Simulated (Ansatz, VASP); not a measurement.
One calculation of NaScTe2, two programs

```
Na Te Sc
1.0
     4.30993    0.00000    0.00000
     0.00000    4.30993    0.00000
     0.00000    0.00000    5.89917
Na Te Sc
1 2 1
Direct
  0.00000 0.00000 0.00000
  0.00000 0.00000 0.50000
  0.50000 0.50000 0.00000
  0.50000 0.50000 0.50000
```

Alike in both runs: task single point; functional PBE; k mesh 6 × 6 × 4; occupations fermi-dirac, width 0.02 eV; no spin polarisation.

|  | VASP | Ansatz |
| --- | --- | --- |
| version | VASP 6.6.1 | Ansatz 0.2.0 |
| potentials or method | VASP PAW PBE potentials, release 64 (Na_pv, Te, Sc_sv) | plane waves, PAW |
| plane-wave cutoff (eV) | 520 | 420 |
| valence electrons in the cell | 30 | 52 |

|  | VASP | Ansatz | Ansatz less VASP |
| --- | --- | --- | --- |
| pressure (GPa) | 0.5 | 0.4 | -0.07 |

With one functional, cell and mesh, what is left measures potentials, basis and numerics. VASP's potentials hold 30 valence electrons a cell and Ansatz's 52, so a difference there can come from the potentials and not from the codes.

Neither program's run includes spin-orbit coupling.
